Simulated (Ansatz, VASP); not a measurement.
Two plane-wave programs on Ti

```
CELL_PARAMETERS angstrom
2.85699 0.00000 0.00000
-1.42849 2.47423 0.00000
0.00000 0.00000 9.15556
ATOMIC_POSITIONS crystal
Ti 0.00000 0.00000 0.00000
Ti 0.00000 0.00000 0.50000
Ti 0.33333 0.66667 0.25000
Ti 0.66667 0.33333 0.75000
```

Alike in both runs: functional LDA; k mesh 12 × 12 × 4; occupations fermi-dirac, width 0.1 eV; no spin polarisation.

Ansatz relaxed the structure, and its values are those at the end. VASP's run is a single point on that final structure, the one shown.

```csv
,VASP,Ansatz
version,VASP 6.6.1,Ansatz 0.2.0
potentials or method,"VASP PAW LDA potentials, release 64 (Ti_sv), cutoff 520 eV","plane waves (420 eV) with PAW, scalar-relativistic"
valence electrons in the cell,48,48
```

|  | VASP | Ansatz | Ansatz less VASP |
| --- | --- | --- | --- |
| pressure (GPa) | -0.2 | 0.0 | +0.16 |

Ansatz warns that its potentials were made for another functional, while VASP's fit it. LDA's correlation is that of Perdew and Zunger in VASP and of Perdew and Wang (1992) in Ansatz.
